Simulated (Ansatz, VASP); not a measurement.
## One calculation of WSe2, two programs

```
W Se
1.0
     3.29000    0.00000    0.00000
    -1.64500    2.84922    0.00000
     0.00000    0.00000   12.97000
W Se
2 4
Direct
  0.33333 0.66667 0.25000
  0.66667 0.33333 0.75000
  0.34968 0.62200 0.62100
  0.66667 0.33333 0.12100
  0.33333 0.66667 0.87900
  0.66667 0.33333 0.37900
```

Alike in both runs: task single point; functional PBE; k mesh 12 × 12 × 2; occupations gaussian, width 0.05 eV; no spin polarisation.

|  | VASP | Ansatz |
| --- | --- | --- |
| version | VASP 6.6.1 | Ansatz 0.2.0 |
| potentials or method | VASP PAW PBE potentials, release 64 (W_sv, Se), cutoff 520 eV | scalar-relativistic, plane waves, PAW |
| valence electrons in the cell | 52 | 92 |

|  | VASP | Ansatz | Ansatz less VASP |
| --- | --- | --- | --- |
| gap on the k mesh at the Fermi level (eV) | 0.93 | 0.94 | +0.005 |
| least direct gap on the mesh (eV) | 1.51 | 1.51 | +0.003 |
| pressure (GPa) | 4.5 | 4.2 | -0.32 |
| traceless stress, the component that is largest in VASP (GPa) | 2.83 | 2.82 | -0.014 |
| rms of the force components (eV/Å) | 0.621 | 0.614 | -0.0073 |

Atom by atom the forces differ by 0.023 eV/Å (rms over components). VASP's potentials hold 52 valence electrons a cell and Ansatz's 92, so a difference there can come from the potentials and not from the codes.

Neither program's run includes spin-orbit coupling.
